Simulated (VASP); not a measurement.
Crystal: Bi2Te2O3.

```
Bi Te O
1.0
     4.11539    0.00000    0.00000
    -2.05770    3.56403    0.00000
     0.00000    0.00000   10.53350
Bi Te O
2 2 3
Direct
  0.33333 0.66667 0.33796
  0.33333 0.66667 0.66204
  0.66667 0.33333 0.84847
  0.66667 0.33333 0.15153
  0.16537 0.83463 0.00000
  0.16537 0.33075 0.00000
  0.66925 0.83463 0.00000
```

The cell was generated, and may not be a known phase.

| Quantity | Value |
| --- | --- |
| Program | VASP 6.6.1 |
| Task | relaxation of cell and atoms |
| Functional | PBE |
| Potentials or basis | VASP PAW PBE potentials, release 64 (Bi_d, Te, O) |
| Cutoff | 600 eV |
| k mesh | 3 × 3 × 1 |
| Occupations | gaussian, width 0.15 eV |
| Spin | no spin polarisation |

At the start: pressure 4.1 GPa; volume 22.07 Å³/atom.

How do energy, volume and symmetry change on relaxing?

Over 20 steps the energy falls by 208.2 meV/atom and the volume is 23.34 Å³/atom (+5.8 %); space group P-6m2 (No. 187, to 0.1 Å) before and after.

Step by step:
```
step  energy change (eV)  largest force (eV/Å)  pressure (GPa)  volume (Å³)
   1              0.0000                0.9455            4.14       154.50
   2             -0.2409                0.7733           -1.47       167.56
   3             -0.2422                0.8044           -1.86       168.73
   4             -0.4929                0.3786           -1.57       169.00
   5             -0.8356                1.5749           -0.75       168.65
   6             -0.9641                1.5665           -0.97       168.22
   7             -1.2222                1.1445           -0.79       166.23
   8             -1.2312                1.0073           -0.57       165.63
   9             -1.2829                0.8757           -0.47       165.03
  10             -1.3976                0.3775           -0.03       163.22
  11             -1.3393                1.2093            1.50       159.50
  12             -1.4288                0.2076            0.36       162.01
  13             -1.4297                0.1861            0.43       161.76
  14             -1.4410                0.1584            0.17       162.50
  15             -1.4448                0.1158           -0.10       163.33
  16             -1.4449                0.1214           -0.10       163.24
  17             -1.4478                0.1025            0.04       163.01
  18             -1.4522                0.0619            0.46       162.31
  19             -1.4540                0.0408            0.36       162.59
  20             -1.4575                0.0203            0.09       163.41
```

Final structure:
```yaml
crystal:
  lattice:
    - [4.62427, 0.00000, 0.00000]
    - [-2.31213, 4.00473, 0.00000]
    - [0.00000, 0.00000, 8.82414]
  atoms:
    - { symbol: Bi, position: [0.33333, 0.66667, 0.31745] }
    - { symbol: Bi, position: [0.33333, 0.66667, 0.68255] }
    - { symbol: Te, position: [0.66667, 0.33333, 0.83028] }
    - { symbol: Te, position: [0.66667, 0.33333, 0.16972] }
    - { symbol: O, position: [0.18452, 0.81548, 0.00000] }
    - { symbol: O, position: [0.18452, 0.36903, 0.00000] }
    - { symbol: O, position: [0.63097, 0.81548, 0.00000] }
```

Caveat: the k points lie up to 0.71 Å⁻¹ apart in the final cell; a cell axis changed by over 15 % at a fixed basis, so the end point is rough.
